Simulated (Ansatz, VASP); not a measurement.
## SnGe2: VASP beside Ansatz

```
CELL_PARAMETERS angstrom
0.00000 3.33628 3.33628
3.33628 0.00000 3.33628
3.33628 3.33628 0.00000
ATOMIC_POSITIONS crystal
Sn 0.00000 0.00000 0.00000
Ge 0.75000 0.75000 0.75000
Ge 0.25000 0.25000 0.25000
```

Alike in both runs: functional PBEsol; k mesh 12 × 12 × 12; occupations gaussian, width 0.1 eV; no spin polarisation.

Ansatz relaxed the structure, and its values are those at the end. VASP's run is a single point on that final structure, the one shown.

|  | VASP | Ansatz |
| --- | --- | --- |
| version | VASP 6.6.1 | Ansatz 0.2.0 |
| potentials or method | VASP PAW PBE potentials, release 64 (Sn_d, Ge_d), cutoff 520 eV | scalar-relativistic, plane waves, PAW |
| valence electrons in the cell | 42 | 42 |

```tsv
	VASP	Ansatz	Ansatz less VASP
gap on the k mesh at the Fermi level (eV)	none	none	-
pressure (GPa)	0.0	0.0	-0.04
```

VASP's potentials were made for PBE, not for PBEsol. A gap of «none» marks a metal or a gap that the smearing closes.
